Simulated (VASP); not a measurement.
# MgO (R-3m) in VASP: notebook, part 2 of 3

VASP 6.6.1.

## (3) Single point, r2SCAN (epitaxial 111 strain -1.0%)

POSCAR

```
MgO
1.0
    0.0187185858      2.0998643271      2.0998643271
    2.0998643271      0.0187185858      2.0998643271
    2.0998643271      2.0998643271      0.0187185858
Mg O
1 1
Direct
    0.0000000000      0.0000000000      0.0000000000
    0.5000000000      0.5000000000      0.5000000000
```

INCAR.step1

```
PREC = Accurate
ENCUT = 520
ISMEAR = 0
SIGMA = 0.01
LREAL = False
LASPH = True
NELM = 80
NBANDS = 11
GGA = PE
ALGO = Normal
EDIFF = 1E-4
LWAVE = True
LCHARG = False
```

INCAR.step2

```
PREC = Accurate
ENCUT = 520
EDIFF = 1E-6
ISMEAR = 0
SIGMA = 0.01
LREAL = False
LASPH = True
NELM = 80
ALGO = Normal
ISIF = 2
LWAVE = False
LCHARG = False
METAGGA = R2SCAN
LMIXTAU = True
NBANDS = 11
ISTART = 1
```

KPOINTS

```
Automatic mesh
0
Gamma
  10 10 10
```

Potentials or basis: VASP PAW PBE potentials, release 64 (Mg, O).

Started as:

```sh
$ cat potpaw_PBE.64/Mg/POTCAR potpaw_PBE.64/O/POTCAR > POTCAR
$ cp INCAR.step1 INCAR
$ mpirun -np 1 vasp_std > vasp.out
$ cp INCAR.step2 INCAR
$ mpirun -np 1 vasp_std > vasp.out
```

OUTCAR:

```text
PREC = Accurate
   ENCUT = 520
   EDIFF = 1E-6
   ISMEAR = 0
   LREAL = False
   LASPH = True
   NELM = 80
   ISIF = 2
   METAGGA = R2SCAN
   ISTART = 1

 ion  position               nearest neighbor table
   1  0.000  0.000  0.000-   2 2.09   2 2.09   2 2.09   2 2.09   2 2.09   2 2.09
   2  0.500  0.500  0.500-   1 2.09   1 2.09   1 2.09   1 2.09   1 2.09   1 2.09

  LATTYP: Found a trigonal (rhomboedric) cell.
 ALAT       =     2.9697156042
 COS(alpha) =     0.5088939691

  Lattice vectors:

 A1 = (   0.0187185858,   2.0998643271,   2.0998643271)
 A2 = (   2.0998643271,   0.0187185858,   2.0998643271)
 A3 = (   2.0998643271,   2.0998643271,   0.0187185858)

Analysis of symmetry for initial positions (statically):
=====================================================================
 Subroutine PRICEL returns:
 Original cell was already a primitive cell.

 Routine SETGRP: Setting up the symmetry group for a
 trigonal (rhombohedral) supercell.

 Subroutine GETGRP returns: Found 12 space group operations
 (whereof 12 operations were pure point group operations)
 out of a pool of 12 trial point group operations.

The static configuration has the point symmetry D_3d.

Analysis of symmetry for dynamics (positions and initial velocities):
=====================================================================
 Subroutine PRICEL returns:
 Original cell was already a primitive cell.

 Routine SETGRP: Setting up the symmetry group for a
 trigonal (rhombohedral) supercell.

 Subroutine GETGRP returns: Found 12 space group operations
 (whereof 12 operations were pure point group operations)
 out of a pool of 12 trial point group operations.

The dynamic configuration has the point symmetry D_3d.

 Subroutine INISYM returns: Found 12 space group operations
 (whereof 12 operations are pure point group operations),
 and found     1 'primitive' translations

----------------------------------------------------------------------------------------

                                     Primitive cell

  volume of cell :      18.2708

  direct lattice vectors                    reciprocal lattice vectors
     0.018718586  2.099864327  2.099864327    -0.241318351  0.239186200  0.239186200
     2.099864327  0.018718586  2.099864327     0.239186200 -0.241318351  0.239186200
     2.099864327  2.099864327  0.018718586     0.239186200  0.239186200 -0.241318351

  length of vectors
     2.969715604  2.969715604  2.969715604     0.415517296  0.415517296  0.415517296

  position of ions in fractional coordinates (direct lattice)
     0.000000000  0.000000000  0.000000000
     0.500000000  0.500000000  0.500000000

  ion indices of the primitive-cell ions
   primitive index   ion index
                 1           1
                 2           2

----------------------------------------------------------------------------------------

 KPOINTS: Automatic mesh

Automatic generation of k-mesh.
 Grid dimensions read from file:
 generate k-points for:   10   10   10

 Generating k-lattice:

  Cartesian coordinates                     Fractional coordinates (reciprocal lattice)
    -0.024131835  0.023918620  0.023918620     0.100000000  0.000000000  0.000000000
     0.023918620 -0.024131835  0.023918620     0.000000000  0.100000000  0.000000000
     0.023918620  0.023918620 -0.024131835     0.000000000  0.000000000  0.100000000

  Length of vectors
     0.041551730  0.041551730  0.041551730

  Shift w.r.t. Gamma in fractional coordinates (k-lattice)
     0.000000000  0.000000000  0.000000000

 Subroutine IBZKPT returns following result:
 ===========================================

 Found    116 irreducible k-points:

 Following reciprocal coordinates:
            Coordinates               Weight
  0.000000  0.000000  0.000000      1.000000
  0.100000 -0.000000 -0.000000      6.000000
  0.200000 -0.000000 -0.000000      6.000000
  0.300000  0.000000 -0.000000      6.000000
  0.400000  0.000000  0.000000      6.000000
  0.500000  0.000000  0.000000      3.000000
[... 16 lines left out ...]
  0.300000  0.300000 -0.000000      6.000000
  0.400000  0.300000  0.000000     12.000000
 [... further k-points ...]
   k-points           NKPTS =    116   k-points in BZ     NKDIM =    116   number of bands    NBANDS=     11
   number of dos      NEDOS =    301   number of ions     NIONS =      2
   total plane-waves  NPLWV =  13824
   dimension x,y,z NGX =    24 NGY =   24 NGZ =   24
   dimension x,y,z NGXF=    48 NGYF=   48 NGZF=   48
   ions per type =               1   1
   NGX,Y,Z   is equivalent  to a cutoff of  13.44, 13.44, 13.44 a.u.
   NGXF,Y,Z  is equivalent  to a cutoff of  26.87, 26.87, 26.87 a.u.
 SYSTEM =  unknown system
   PREC   = accura    normal or accurate (medium, high low for compatibility)
   ISTART =      1    job   : 0-new  1-cont  2-samecut
   ICHARG =      0    charge: 1-file 2-atom 10-const
   ISPIN  =      1    spin polarized calculation?
   LNONCOLLINEAR =      F non collinear calculations
   LSORBIT =      F    spin-orbit coupling
   LASPH  =      T    aspherical Exc in radial PAW
   ENCUT  =  520.0 eV  38.22 Ry    6.18 a.u.   5.52  5.52  5.52*2*pi/ulx,y,z
   NELM   =     80;   NELMIN=  2; NELMDL=  0     # of ELM steps
   EDIFF  = 0.1E-05   stopping-criterion for ELM
   LREAL  =      F    real-space projection
   EDIFFG = 0.1E-04   stopping-criterion for IOM
   NSW    =      0    number of steps for IOM
   IBRION =     -1    ionic relax: 0-MD 1-quasi-New 2-CG
   NFREE  =      0    steps in history (QN), initial steepest desc. (CG)
   ISIF   =      2    stress and relaxation
   ISYM   =      2    0-nonsym 1-usesym 2-fastsym
   POTIM  = 0.5000    time-step for ionic-motion
   TEBEG  =    0.0;   TEEND  =   0.0 temperature during run
   PSTRESS=    0.0 pullay stress
   NELECT =       8.0000    total number of electrons
   NUPDOWN=      -1.0000    fix difference up-down
   EMIN   =  10.00;   EMAX   =-10.00  energy-range for DOS
   EFERMI =   0.00;   METHOD = LEGACY
   ISMEAR =     0;   SIGMA  =   0.01  broadening in eV -4-tet -1-fermi 0-gaus
   EFERMI_NEDOS =   21; number of points for ismear=-14 and -15
   IALGO  =     38    algorithm
   IMIX   =      4    mixing-type and parameters
     AMIX     =   0.40;   BMIX     =  1.00
     AMIX_MAG =   1.60;   BMIX_MAG =  1.00
  volume/ion in A,a.u.               =       9.14        61.65
  Fermi-wavevector in a.u.,A,eV,Ry     =   1.243137  2.349188 21.026298  1.545389
  Thomas-Fermi vector in A             =   2.377461
   LORBIT       =      0    0 simple, 1 ext, 2 COOP (PROOUT), +10 PAW based schemes
   METAGGA = R2SCAN    functional components
   LHFCALC =     F    Hartree Fock is set to
   AEXX    =    0.0000 exact exchange contribution
   IVDW    =     0    specifies the selected vdW correction
   LEPSILON=     F    determine dielectric tensor
   LRPA    =     F    only Hartree local field effects (RPA)
 non-spin polarized calculation
 Gauss-broadening in eV      SIGMA  =   0.01
  energy-cutoff  :      520.00
  volume of cell :       18.27
 maximum number of plane-waves:       531
 NGX is ok and might be reduce to    24
   NGX = 11   NGY = 11   NGZ = 11

 number of electron       8.0000002 magnetization

 Free energy of the ion-electron system (eV)
  ---------------------------------------------------
  ext. energy  EPLUGINS =         0.00000000
  ---------------------------------------------------
  free energy    TOTEN  =       -16.15788599 eV

  energy without entropy =      -16.15788599  energy(sigma->0) =      -16.15788599

 E-fermi :   3.0600     XC(G=0): -11.7101

 val. band max:        2.9775666583   @ k =   0.0000   0.0000   0.0000
 cond. band min:       8.7710100465   @ k =   0.0000   0.0000   0.0000
 fundamental gap:      5.7934433882
 Fermi energy:         3.0600254173

 k-point     1 :       0.0000    0.0000    0.0000
  band No.  band energies     occupation
      1     -15.3740      2.00000
      2       2.8715      2.00000
      3       2.9776      2.00000
      4       2.9776      2.00000
      5       8.7710      0.00000
      6      19.6427      0.00000
      7      20.0418      0.00000
      8      20.0418      0.00000
      9      24.1115      0.00000
     10      25.9106      0.00000
     11      25.9106      0.00000
[... 309 lines left out ...]
 k-point    24 :       0.4000    0.3000    0.0000
  band No.  band energies     occupation
      1     -14.1161      2.00000
      2      -0.7064      2.00000
      3       1.6340      2.00000
      4       1.7591      2.00000
      5      13.6417      0.00000
      6      14.2746      0.00000
      7      17.9602      0.00000
      8      22.6222      0.00000
      9      23.0404      0.00000
     10      29.4948      0.00000
     11      31.8782      0.00000

 [... further k-points ...]
[... 5 lines left out ...]
  --------------------------------------------------------------------------------------
  -------------------------------------------------------------------------------------
  Total        0.1991828      0.1991828      0.1991828     -0.1669026     -0.1669026     -0.1669026
  in kB       17.4664565     17.4664565     17.4664565    -14.6357905    -14.6357905    -14.6357905
  external PRESSURE =      17.4664565 kB  Pullay stress =       0.0000000 kB

 VOLUME and BASIS-vectors are now :
 -----------------------------------------------------------------------------
  energy-cutoff  :      520.00
  volume of cell :       18.27
      direct lattice vectors                 reciprocal lattice vectors
     0.018718586  2.099864327  2.099864327    -0.241318351  0.239186200  0.239186200
     2.099864327  0.018718586  2.099864327     0.239186200 -0.241318351  0.239186200
     2.099864327  2.099864327  0.018718586     0.239186200  0.239186200 -0.241318351

 POSITION                                       TOTAL-FORCE (eV/Angst)
 -----------------------------------------------------------------------------------
      0.00000      0.00000      0.00000        -0.000000      0.000000     -0.000000
      2.10922      2.10922      2.10922         0.000000     -0.000000      0.000000
 -----------------------------------------------------------------------------------
    total drift:                               -0.000000     -0.000000      0.000000

  FREE ENERGIE OF THE ION-ELECTRON SYSTEM (eV)
  ---------------------------------------------------
  free  energy   TOTEN  =       -16.1578859928 eV

  energy  without entropy=      -16.1578859928  energy(sigma->0) =      -16.15788599
```

OSZICAR.step1:

```text
N       E                     dE             d eps       ncg     rms          rms(c)
DAV:   1     0.128062852745E+02    0.12806E+02   -0.46835E+03  2944   0.651E+02
DAV:   2    -0.129317544025E+02   -0.25738E+02   -0.25225E+02  2915   0.136E+02
DAV:   3    -0.134521789839E+02   -0.52042E+00   -0.51994E+00  3064   0.164E+01
DAV:   4    -0.134534398420E+02   -0.12609E-02   -0.12608E-02  2819   0.924E-01
DAV:   5    -0.134534437654E+02   -0.39234E-05   -0.39234E-05  2914   0.502E-02    0.724E+00
DAV:   6    -0.119036283610E+02    0.15498E+01   -0.86155E+00  2672   0.163E+01    0.218E+00
DAV:   7    -0.118931017943E+02    0.10527E-01   -0.53633E-02  2807   0.207E+00    0.134E+00
DAV:   8    -0.118881933181E+02    0.49085E-02   -0.26185E-02  2699   0.183E+00    0.229E-01
DAV:   9    -0.118878341082E+02    0.35921E-03   -0.58084E-04  2939   0.166E-01    0.127E-01
DAV:  10    -0.118878288792E+02    0.52290E-05   -0.48530E-04  2711   0.161E-01
   1 F= -.11887829E+02 E0= -.11887829E+02  d E =-.910812E-67
```

It took 26 s on 1 thread of Intel Xeon 6975P-C (Granite Rapids), shared host; peak memory 0.16 GiB.

Results:

| Quantity | Value |
| --- | --- |
| Free energy | -16.1579 eV |
| Pressure | 1.7 GPa |
| Band gap on the k mesh | 5.79 eV, direct |

Levels at points of the mesh, in eV from the valence-band top:
```csv
k point,band 1,band 2,band 3,band 4,band 5,band 6,band 7,band 8,band 9
"(0.00, 0.00, 0.00)",-18.35,-0.11,0.00,0.00,5.79,16.67,17.06,17.06,21.13
"(0.50, 0.00, 0.00)",-17.03,-4.73,-0.79,-0.72,8.88,14.09,17.47,17.65,22.65
"(0.50, 0.50, 0.00)",-16.79,-4.23,-1.50,-1.39,10.02,11.29,14.50,20.60,20.79
"(0.50, 0.50, 0.50)",-17.08,-4.79,-0.67,-0.67,9.01,13.88,17.82,17.82,22.82
```

Caveat: the cell differs from its parent crystal (epitaxial 111 strain -1.0%); the PAW data sets were made with another functional, which shifts forces and pressure a little.

## (4) Single point, r2SCAN (epitaxial 111 strain +1.0%)

POSCAR

```
MgO
1.0
   -0.0186088284      2.1045802612      2.1045802612
    2.1045802612     -0.0186088284      2.1045802612
    2.1045802612      2.1045802612     -0.0186088284
Mg O
1 1
Direct
    0.0000000000      0.0000000000      0.0000000000
    0.5000000000      0.5000000000      0.5000000000
```

INCAR.step1

```
SYSTEM = MgO
PREC = Accurate
ENCUT = 520
ISMEAR = 0
SIGMA = 0.01
LREAL = .FALSE.
LASPH = .TRUE.
NELM = 100
NBANDS = 11
GGA = PE
ALGO = Normal
EDIFF = 1E-4
LWAVE = .TRUE.
LCHARG = .FALSE.
```

INCAR.step2

```
SYSTEM = MgO
PREC = Accurate
ENCUT = 520
EDIFF = 1E-6
ISMEAR = 0
SIGMA = 0.01
LREAL = .FALSE.
LASPH = .TRUE.
NELM = 100
ALGO = Normal
ISIF = 2
LWAVE = .FALSE.
LCHARG = .TRUE.
METAGGA = R2SCAN
LMIXTAU = .TRUE.
LELF = .TRUE.
LVHAR = .TRUE.
NBANDS = 11
ISTART = 1
```

KPOINTS

```
Automatic mesh
0
G
  10 10 10
  0 0 0
```

Started as:

```sh
$ cat potpaw_PBE.64/Mg/POTCAR potpaw_PBE.64/O/POTCAR > POTCAR
$ cp INCAR.step1 INCAR
$ mpirun -np 1 vasp_std > vasp.out
$ cp INCAR.step2 INCAR
$ mpirun -np 1 vasp_std > vasp.out
```

Wall time 27 s (1 thread of Intel Xeon 6975P-C (Granite Rapids), shared host); peak memory 0.16 GiB.

The run converged. Its results:

- Free energy: -16.1546 eV
- Pressure: -3.8 GPa
- Band gap on the k mesh: 5.42 eV, direct

Stress tensor (GPa, compression positive):
```
-3.80  1.34  1.34
 1.34 -3.80  1.34
 1.34  1.34 -3.80
```

Levels at points of the mesh, in eV from the valence-band top:
| k point | band 1 | band 2 | band 3 | band 4 | band 5 | band 6 | band 7 | band 8 | band 9 |
| --- | --- | --- | --- | --- | --- | --- | --- | --- | --- |
| (0.00, 0.00, 0.00) | -18.21 | -0.10 | -0.10 | 0.00 | 5.42 | 16.57 | 16.57 | 16.97 | 20.81 |
| (0.50, 0.00, 0.00) | -17.00 | -4.64 | -0.74 | -0.67 | 8.69 | 13.56 | 17.22 | 17.39 | 22.17 |
| (0.50, 0.50, 0.00) | -16.74 | -4.12 | -1.48 | -1.37 | 9.94 | 10.88 | 14.10 | 20.03 | 20.22 |
| (0.50, 0.50, 0.50) | -16.96 | -4.58 | -0.78 | -0.78 | 8.57 | 13.76 | 17.04 | 17.04 | 22.01 |

Caveat: the cell differs from its parent crystal (epitaxial 111 strain +1.0%); the PAW data sets were made with another functional, which shifts forces and pressure a little.

## (5) Single point, r2SCAN (epitaxial 111 strain +2.0%)

POSCAR

```
MgO
1.0
   -0.0372806204      2.1069301434      2.1069301434
    2.1069301434     -0.0372806204      2.1069301434
    2.1069301434      2.1069301434     -0.0372806204
Mg O
1 1
Direct
    0.0000000000      0.0000000000      0.0000000000
    0.5000000000      0.5000000000      0.5000000000
```

INCAR.step1

```
SYSTEM = MgO
  PREC = Accurate
  ENCUT = 520
  ISMEAR = 0
  SIGMA = 0.01
  LREAL = .False.
  LASPH = .True.
  NELM = 60
  NBANDS = 11
  GGA = PE
  ALGO = Normal
  EDIFF = 1E-4
  LWAVE = .True.
  LCHARG = .False.
```

INCAR.step2

```
SYSTEM = MgO
  PREC = Accurate
  ENCUT = 520
  EDIFF = 1E-7
  ISMEAR = 0
  SIGMA = 0.01
  LREAL = .False.
  LASPH = .True.
  NELM = 60
  ALGO = Normal
  ISIF = 2
  LWAVE = .False.
  LCHARG = .False.
  METAGGA = R2SCAN
  LMIXTAU = .True.
  NBANDS = 11
  ISTART = 1
```

KPOINTS

```
regular mesh
0
Gamma
  10 10 10
  0 0 0
```

Started as:

```sh
$ cat potpaw_PBE.64/Mg/POTCAR potpaw_PBE.64/O/POTCAR > POTCAR
$ cp INCAR.step1 INCAR
$ mpirun -np 1 vasp_std > vasp.out
$ cp INCAR.step2 INCAR
$ mpirun -np 1 vasp_std > vasp.out
```

It took 29 s on 1 thread of Intel Xeon 6975P-C (Granite Rapids), shared host; peak memory 0.16 GiB.

Results (log left out):

```yaml
Free_energy: -16.1391 eV
Pressure: -6.3 GPa
Band_gap_on_the_k_mesh: 5.19 eV, direct
```

Stress tensor (GPa, compression positive):
```
-6.25  2.58  2.58
 2.58 -6.25  2.58
 2.58  2.58 -6.25
```

Levels at points of the mesh, in eV from the valence-band top:
```csv
k point,band 1,band 2,band 3,band 4,band 5,band 6,band 7,band 8
"(0.00, 0.00, 0.00)",-18.19,-0.19,-0.19,0.00,5.19,16.29,16.29,17.08
"(0.50, 0.00, 0.00)",-17.03,-4.65,-0.80,-0.66,8.54,13.24,16.96,17.32
"(0.50, 0.50, 0.00)",-16.77,-4.12,-1.57,-1.36,9.81,10.68,13.84,19.62
"(0.50, 0.50, 0.50)",-16.95,-4.52,-0.88,-0.88,8.31,13.65,16.62,16.62
```

Caveat: the cell differs from its parent crystal (epitaxial 111 strain +2.0%); the PAW data sets were made with another functional, which shifts forces and pressure a little.

(Continued in part 3 of 3.)
